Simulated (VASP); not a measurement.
# Si2W (I4/mmm) in VASP: further runs

Si2W is run at these levels: PBE, PBEsol+U; tasks: single point.

Program: VASP 6.6.1. These are calculated values, not measurements. Logs are shortened: lines on timing, memory, paths and dates and some standing lists are left out, and cuts for length are marked.

### 1 The cell of the first run

Symmetry: I4/mmm, No. 139, tetragonal system. The conventional cell has a = 3.214 Å, b = 3.214 Å, c = 7.830 Å, α = 90.00°, β = 90.00°, γ = 90.00°. W (site symmetry 4/mmm) has 10 Si at 2.62 Å and 4 W at 3.21 Å within 3.4 Å. Si (site symmetry 4mm) has 9 Si at 2.59 to 3.21 Å and 5 W at 2.62 Å within 3.4 Å.

### 2 Single point, PBE, non-collinear spin, zero start, spin-orbit coupling

Contents of INCAR:

```
SYSTEM = Si2W
ALGO = Normal ; EDIFF = 1E-6
ENCUT = 520 ; GGA = PE
GGA_COMPAT = .FALSE. ; ISIF = 2
ISMEAR = -1 ; LASPH = .TRUE.
LCHARG = .TRUE. ; LMAXMIX = 4
LORBIT = 11 ; LORBMOM = .TRUE.
LREAL = .FALSE. ; LSORBIT = .TRUE.
LVHAR = .TRUE. ; LWAVE = .FALSE.
MAGMOM = 0 0 0 0 0 0 0 0 0 ; NBANDS = 35
NELM = 150 ; PREC = Accurate
SIGMA = 0.05
```

Contents of KPOINTS:

```
k-points
0
G
  9 9 9
  0 0 0
```

Contents of POSCAR:

```
Si2W
1.0
   -1.6069000000      1.6069000000      3.9149500000
    1.6069000000     -1.6069000000      3.9149500000
    1.6069000000      1.6069000000     -3.9149500000
W Si
1 2
Direct
    0.0000000000      0.0000000000      0.0000000000
    0.6653000000      0.6653000000      0.0000000000
    0.3347000000      0.3347000000      0.0000000000
```

Potentials or basis: VASP PAW PBE potentials, release 64 (W_sv, Si).

Command:

```console
$ cat potpaw_PBE.64/W_sv/POTCAR potpaw_PBE.64/Si/POTCAR > POTCAR
$ mpirun -np 1 vasp_ncl > vasp.out
```

OUTCAR:

```text
SYSTEM = Si2W
   EDIFF = 1E-6
   ENCUT = 520
   GGA = PE
   ISIF = 2
   ISMEAR = -1
   LASPH = .TRUE.
   LORBIT = 11
   LREAL = .FALSE.
   LSORBIT = .TRUE.
   NELM = 150
   PREC = Accurate

 ion  position               nearest neighbor table
   1  0.000  0.000  0.000-   2 2.62   2 2.62   2 2.62   3 2.62   2 2.62   3 2.62   3 2.62   3 2.62
                             2 2.62   3 2.62
   2  0.665  0.665  0.000-   3 2.59   1 2.62   1 2.62   1 2.62   1 2.62   1 2.62   3 2.63   3 2.63
                             3 2.63   3 2.63
   3  0.335  0.335  0.000-   2 2.59   1 2.62   1 2.62   1 2.62   1 2.62   1 2.62   2 2.63   2 2.63
                             2 2.63   2 2.63

  LATTYP: Found a body centered tetragonal cell.
 ALAT       =     3.2138000000
 C/A-ratio  =     2.4363370465

  Lattice vectors:

 A1 = (  -1.6069000000,   1.6069000000,   3.9149500000)
 A2 = (   1.6069000000,  -1.6069000000,   3.9149500000)
 A3 = (   1.6069000000,   1.6069000000,  -3.9149500000)

Analysis of symmetry for initial positions (statically):
=====================================================================
 Subroutine PRICEL returns:
 Original cell was already a primitive cell.

 Routine SETGRP: Setting up the symmetry group for a
 body centered tetragonal supercell.

 Subroutine GETGRP returns: Found 16 space group operations
 (whereof 16 operations were pure point group operations)
 out of a pool of 16 trial point group operations.

The static configuration has the point symmetry D_4h.

Analysis of symmetry for dynamics (positions and initial velocities):
=====================================================================
 Subroutine PRICEL returns:
 Original cell was already a primitive cell.

 Routine SETGRP: Setting up the symmetry group for a
 body centered tetragonal supercell.

 Subroutine GETGRP returns: Found 16 space group operations
 (whereof 16 operations were pure point group operations)
 out of a pool of 16 trial point group operations.

The dynamic configuration has the point symmetry D_4h.

Analysis of structural, dynamic, and magnetic symmetry:
=====================================================================
 Subroutine PRICEL returns:
 Original cell was already a primitive cell.

 Routine SETGRP: Setting up the symmetry group for a
 body centered tetragonal supercell.

 Subroutine GETGRP returns: Found 16 space group operations
 (whereof 16 operations were pure point group operations)
 out of a pool of 16 trial point group operations.

The overall configuration has the point symmetry D_4h.

 Subroutine INISYM returns: Found 16 space group operations
 (whereof 16 operations are pure point group operations),
 and found     1 'primitive' translations

----------------------------------------------------------------------------------------

                                     Primitive cell

  volume of cell :      40.4356

  direct lattice vectors                    reciprocal lattice vectors
    -1.606900000  1.606900000  3.914950000     0.000000000  0.311158131  0.127715552
     1.606900000 -1.606900000  3.914950000     0.311158131  0.000000000  0.127715552
     1.606900000  1.606900000 -3.914950000     0.311158131  0.311158131  0.000000000

  length of vectors
     4.526708376  4.526708376  4.526708376     0.336348992  0.336348992  0.440044048

  position of ions in fractional coordinates (direct lattice)
     0.000000000  0.000000000  0.000000000
     0.665300000  0.665300000  0.000000000
     0.334700000  0.334700000  0.000000000

  ion indices of the primitive-cell ions
   primitive index   ion index
                 1           1
                 2           2
                 3           3

----------------------------------------------------------------------------------------

 KPOINTS: k-points

Automatic generation of k-mesh.
 Grid dimensions read from file:
 generate k-points for:    9    9    9

 Generating k-lattice:

  Cartesian coordinates                     Fractional coordinates (reciprocal lattice)
     0.000000000  0.034573126  0.014190617     0.111111111  0.000000000  0.000000000
     0.034573126  0.000000000  0.014190617     0.000000000  0.111111111  0.000000000
     0.034573126  0.034573126  0.000000000     0.000000000  0.000000000  0.111111111

  Length of vectors
     0.037372110  0.037372110  0.048893783

  Shift w.r.t. Gamma in fractional coordinates (k-lattice)
     0.000000000  0.000000000  0.000000000

 Subroutine IBZKPT returns following result:
 ===========================================

 Found     75 irreducible k-points:

 Following reciprocal coordinates:
            Coordinates               Weight
  0.000000  0.000000  0.000000      1.000000
  0.111111 -0.000000  0.000000      8.000000
[... 51 lines left out ...]
   PSTRESS=    0.0 pullay stress
   NELECT =      22.0000    total number of electrons
   NUPDOWN=      -1.0000    fix difference up-down
   EMIN   =  10.00;   EMAX   =-10.00  energy-range for DOS
   EFERMI =   0.00;   METHOD = LEGACY
   ISMEAR =    -1;   SIGMA  =   0.05  broadening in eV -4-tet -1-fermi 0-gaus
   EFERMI_NEDOS =   21; number of points for ismear=-14 and -15
   IALGO  =     38    algorithm
   IMIX   =      4    mixing-type and parameters
     AMIX     =   0.40;   BMIX     =  1.00
     AMIX_MAG =   1.60;   BMIX_MAG =  1.00
  volume/ion in A,a.u.               =      13.48        90.96
  Fermi-wavevector in a.u.,A,eV,Ry     =   1.336476  2.525573 24.302284  1.786167
  Thomas-Fermi vector in A             =   2.465099
   LORBIT       =     11    0 simple, 1 ext, 2 COOP (PROOUT), +10 PAW based schemes
   GGA     = PE    functional components
   LHFCALC =     F    Hartree Fock is set to
   AEXX    =    0.0000 exact exchange contribution
   IVDW    =     0    specifies the selected vdW correction
   LEPSILON=     F    determine dielectric tensor
   LRPA    =     F    only Hartree local field effects (RPA)
  energy-cutoff  :      520.00
  volume of cell :       40.44
 maximum number of plane-waves:      2236
 NGX is ok and might be reduce to    36
   NGX = 17   NGY = 17   NGZ = 17

 number of electron      21.9999999 magnetization      -0.0000000     -0.0000000     -0.0000000

 number of electron      21.9999999 magnetization       0.0000000      0.0000000      0.0000000

 number of electron      21.9999999 magnetization       0.0000000     -0.0000000      0.0000000

 number of electron      21.9999999 magnetization      -0.0000000      0.0000000     -0.0000000

 Free energy of the ion-electron system (eV)
  ---------------------------------------------------
  ext. energy  EPLUGINS =         0.00000000
  ---------------------------------------------------
  free energy    TOTEN  =       -25.58750369 eV

  energy without entropy =      -25.58475494  energy(sigma->0) =      -25.58612932

 E-fermi :  11.8940     XC(G=0): -12.5285

 val. band max:       11.8403400572   @ k =  -0.2222  -0.3333   0.2222
 cond. band min:      11.8955998141   @ k =  -0.4444  -0.4444   0.4444
 fundamental gap:      0.0552597569
 Fermi energy:        11.8939797849

 k-point     1 :       0.0000    0.0000    0.0000
  band No.  band energies     occupation
      1     -61.9043      1.00000
      2     -61.9043      1.00000
      3     -32.0469      1.00000
      4     -32.0469      1.00000
      5     -23.4008      1.00000
      6     -23.4008      1.00000
[... 877 lines left out ...]
     33      17.9974      0.00000
     34      17.9974      0.00000

 [... further k-points ...]

 [bands above 34 left out]

------------------------ aborting loop because EDIFF is reached ----------------------------------------

  FORCE on cell =-STRESS in cart. coord.  units (eV):
  Direction    XX          YY          ZZ          XY          YZ          ZX
  --------------------------------------------------------------------------------------
  -------------------------------------------------------------------------------------
  Total        0.9166815      0.9166815      0.9412427      0.0000000      0.0000000     -0.0000000
  in kB       36.3216141     36.3216141     37.2948018      0.0000000      0.0000000     -0.0000000
  external PRESSURE =      36.6460100 kB  Pullay stress =       0.0000000 kB

 VOLUME and BASIS-vectors are now :
 -----------------------------------------------------------------------------
  energy-cutoff  :      520.00
  volume of cell :       40.44
      direct lattice vectors                 reciprocal lattice vectors
    -1.606900000  1.606900000  3.914950000     0.000000000  0.311158131  0.127715552
     1.606900000 -1.606900000  3.914950000     0.311158131  0.000000000  0.127715552
     1.606900000  1.606900000 -3.914950000     0.311158131  0.311158131  0.000000000

 POSITION                                       TOTAL-FORCE (eV/Angst)
 -----------------------------------------------------------------------------------
      0.00000      0.00000      0.00000        -0.000000     -0.000000      0.000000
      0.00000      0.00000      5.20923         0.000000      0.000000      0.050985
      0.00000      0.00000      2.62067        -0.000000     -0.000000     -0.050985
 -----------------------------------------------------------------------------------
    total drift:                               -0.000000      0.000000     -0.000000

  FREE ENERGIE OF THE ION-ELECTRON SYSTEM (eV)
  ---------------------------------------------------
  free  energy   TOTEN  =       -25.5875036883 eV

  energy  without entropy=      -25.5847549430  energy(sigma->0) =      -25.58612932

 orbital moment (x)

 # of ion     p       d       tot
 ----------------------------------------
  1         0.000   0.000   0.000
  2         0.000   0.000   0.000
  3         0.000   0.000   0.000
 ----------------------------------------
            0.000   0.000   0.000

 orbital moment (y)

 # of ion     p       d       tot
 ----------------------------------------
  1         0.000   0.000   0.000
  2         0.000   0.000   0.000
  3         0.000   0.000   0.000
 ----------------------------------------
            0.000   0.000   0.000

 orbital moment (z)

 # of ion     p       d       tot
 ----------------------------------------
  1         0.000   0.000   0.000
  2         0.000   0.000   0.000
  3         0.000   0.000   0.000
 ----------------------------------------
            0.000   0.000   0.000

 Spin-Orbit-Coupling matrix elements

 Ion:    1  E_soc:     -1.5388293
 l=   1
     0.0000000    -0.2277155    -0.2282810
    -0.2277155     0.0000000    -0.2277155
    -0.2282810    -0.2277155     0.0000000
 l=   2
     0.0000000    -0.0060413     0.0000000    -0.0060413    -0.0226874
    -0.0060413     0.0000000    -0.0165516    -0.0065331    -0.0056481
     0.0000000    -0.0165516     0.0000000    -0.0165516     0.0000000
    -0.0060413    -0.0065331    -0.0165516     0.0000000    -0.0056481
    -0.0226874    -0.0056481     0.0000000    -0.0056481     0.0000000
 l=   3
     0.0000000     0.0000000     0.0000000     0.0000000     0.0000000     0.0000000     0.0000000
     0.0000000     0.0000000     0.0000000     0.0000000     0.0000000     0.0000000     0.0000000
     0.0000000     0.0000000     0.0000000     0.0000000     0.0000000     0.0000000     0.0000000
     0.0000000     0.0000000     0.0000000     0.0000000     0.0000000     0.0000000     0.0000000
[... 29 lines left out ...]
 l=   2
     0.0000000     0.0000000     0.0000000     0.0000000     0.0000000
     0.0000000     0.0000000     0.0000000     0.0000000     0.0000000
     0.0000000     0.0000000     0.0000000     0.0000000     0.0000000
     0.0000000     0.0000000     0.0000000     0.0000000     0.0000000
     0.0000000     0.0000000     0.0000000     0.0000000     0.0000000
 l=   3
     0.0000000     0.0000000     0.0000000     0.0000000     0.0000000     0.0000000     0.0000000
     0.0000000     0.0000000     0.0000000     0.0000000     0.0000000     0.0000000     0.0000000
     0.0000000     0.0000000     0.0000000     0.0000000     0.0000000     0.0000000     0.0000000
     0.0000000     0.0000000     0.0000000     0.0000000     0.0000000     0.0000000     0.0000000
     0.0000000     0.0000000     0.0000000     0.0000000     0.0000000     0.0000000     0.0000000
     0.0000000     0.0000000     0.0000000     0.0000000     0.0000000     0.0000000     0.0000000
     0.0000000     0.0000000     0.0000000     0.0000000     0.0000000     0.0000000     0.0000000

 total charge

# of ion       s       p       d       tot
------------------------------------------
    1        2.314   6.312   3.605  12.230
    2        0.737   0.891   0.000   1.627
    3        0.737   0.891   0.000   1.627
--------------------------------------------------
tot          3.788   8.093   3.605  15.485

 magnetization (x)

# of ion       s       p       d       tot
------------------------------------------
    1        0.000   0.000   0.000   0.000
    2        0.000   0.000   0.000   0.000
    3        0.000   0.000   0.000   0.000
--------------------------------------------------
tot          0.000   0.000   0.000   0.000

 magnetization (y)

# of ion       s       p       d       tot
------------------------------------------
    1        0.000  -0.000   0.000   0.000
    2       -0.000   0.000   0.000  -0.000
    3       -0.000   0.000   0.000  -0.000
--------------------------------------------------
tot         -0.000  -0.000   0.000  -0.000

 magnetization (z)

# of ion       s       p       d       tot
------------------------------------------
    1        0.000  -0.000   0.000  -0.000
    2        0.000   0.000   0.000   0.000
    3        0.000   0.000   0.000   0.000
--------------------------------------------------
tot          0.000  -0.000   0.000  -0.000
```

Run time: 9 min. Hardware: 1 thread of Intel Xeon 8259CL, shared host; peak memory 0.47 GiB.

Results:

```
Free energy                                           : -25.5875 eV
Pressure                                              : 3.7 GPa
Largest force                                         : 0.051 eV/Å
Net moment                                            : 0.00 μB per cell
Valence electrons inside the program's atomic spheres : W 12.23; Si 1.63
```

Forces on the atoms (eV/Å):
```
W    0.000  0.000  0.000
Si   0.000  0.000  0.051
Si   0.000  0.000 -0.051
```

Stress tensor (GPa, compression positive):
```
3.63 0.00 0.00
0.00 3.63 0.00
0.00 0.00 3.73
```

Moments on the atoms (μB; x, y, z):
```
W   0.00 0.00 0.00
Si  0.00 0.00 0.00
Si  0.00 0.00 0.00
```

Caveat: the cell stands under pressure.

### 3 Single point, PBEsol+U

This run uses another cell than the first one, of 13.35 Å³/atom.

Contents of INCAR:

```
ALGO = Normal
EDIFF = 1E-6
ENCUT = 520
GGA = PS
ISIF = 2
ISMEAR = -1
LASPH = T
LCHARG = F
LDAU = T
LDAUJ = 0 0
LDAUL = 2 -1
LDAUPRINT = 1
LDAUTYPE = 2
LDAUU = 1 0
LMAXMIX = 4
LREAL = F
LWAVE = F
NBANDS = 18
NELM = 150
PREC = Accurate
SIGMA = 0.05
```

Contents of KPOINTS:

```
k-points
0
Gamma
  12 12 12
```

Contents of POSCAR:

```
Si2W
1.0
   -1.6011748593      1.6011748593      3.9057861083
    1.6011748593     -1.6011748593      3.9057861083
    1.6011748593      1.6011748593     -3.9057861083
W Si
1 2
Direct
    0.0000000000      0.0000000000      0.0000000000
    0.6652701070      0.6652701070      0.0000000000
    0.3347298930      0.3347298930      0.0000000000
```

Potentials or basis: VASP PAW PBE potentials, release 64 (W_sv, Si).

Command:

```console
$ cat potpaw_PBE.64/W_sv/POTCAR potpaw_PBE.64/Si/POTCAR > POTCAR
$ mpirun -np 1 vasp_std > vasp.out
```

It took 3.9 min on 1 thread of Intel Xeon 8259CL, shared host; peak memory 0.28 GiB.

It converged, with:

| Quantity | Value |
| --- | --- |
| Free energy | -25.4949 eV |
| Pressure | 1.4 GPa |
| Largest force | 0.053 eV/Å |
| Band gap on the k mesh | zero (bands 11 and 12 overlap by 1.32 eV) |

Forces on the atoms (eV/Å):
```
W    0.000  0.000  0.000
Si   0.000  0.000  0.053
Si   0.000  0.000 -0.053
```

Stress tensor (GPa, compression positive):
```
1.35 0.00 0.00
0.00 1.35 0.00
0.00 0.00 1.57
```

Levels at points of the mesh, in eV from the Fermi level:
| k point | band 7 | band 8 | band 9 | band 10 | band 11 | band 12 | band 13 | band 14 | band 15 | band 16 |
| --- | --- | --- | --- | --- | --- | --- | --- | --- | --- | --- |
| (0.00, 0.00, 0.00) | -3.76 | -3.35 | -2.88 | -2.88 | 0.60 | 2.80 | 2.84 | 3.07 | 3.07 | 4.69 |
| (0.50, 0.00, 0.00) | -5.83 | -4.92 | -2.85 | -2.79 | -0.47 | 2.80 | 2.81 | 3.92 | 4.48 | 5.08 |
| (0.50, 0.50, 0.00) | -6.08 | -5.49 | -5.07 | -3.33 | -1.81 | 2.81 | 3.10 | 3.19 | 3.90 | 4.26 |
| (0.50, 0.50, 0.50) | -3.88 | -2.60 | -0.85 | -0.85 | -0.53 | -0.53 | 0.78 | 4.51 | 4.98 | 6.13 |

Eigenvalues of the final occupation matrices:
```tsv
site	spin	trace	eigenvalues
site 1 d	1	1.83	0.27 0.33 0.41 0.41 0.41
site 1 d	2	1.83	0.27 0.33 0.41 0.41 0.41
```

Caveat: the PAW data sets were made with another functional, which shifts forces and pressure a little; spin-orbit coupling is left out, which moves the levels of the heavy elements; U without spin polarisation on a metal has little footing; the U is typed as a test and isn't derived for this compound.

(Continued in part 2 of 2.)

The gap in the log of VASP goes by the Fermi energy; the results here count the filled bands.